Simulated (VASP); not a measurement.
Crystal: SnTe.

```
CELL_PARAMETERS angstrom
0.00000 3.15085 3.15085
3.15085 0.00000 3.15085
3.15085 3.15085 0.00000
ATOMIC_POSITIONS crystal
Sn 0.00000 0.00000 0.00000
Te 0.50000 0.50000 0.50000
```

```yaml
Program: VASP 6.6.1
Task: relaxation of cell and atoms
Functional: PBE
Potentials_or_basis: VASP PAW PBE potentials, release 64 (Sn_d, Te)
Cutoff: 600 eV
k_mesh: 10 × 10 × 10
Occupations: gaussian, width 0.01 eV
Spin: no spin polarisation
```

At the start: pressure 2.3 GPa; volume 31.28 Å³/atom.

Problem. How do energy, volume and symmetry change on relaxing?

Solution. Over 3 steps the energy falls by 11.1 meV/atom and the volume is 32.91 Å³/atom (+5.2 %); space group Fm-3m (No. 225, to 0.05 Å).

Step by step:
| step | energy change (eV) | largest force (eV/Å) | pressure (GPa) | volume (Å³) |
| --- | --- | --- | --- | --- |
| 1 | 0.0000 | 0.0000 | 2.28 | 62.56 |
| 2 | -0.0208 | 0.0000 | -0.50 | 66.69 |
| 3 | -0.0221 | 0.0000 | 0.01 | 65.82 |

Final structure:
```
CELL_PARAMETERS angstrom
0.00000 3.20463 3.20463
3.20463 0.00000 3.20463
3.20463 3.20463 0.00000
ATOMIC_POSITIONS crystal
Sn 0.00000 0.00000 0.00000
Te 0.50000 0.50000 0.50000
```
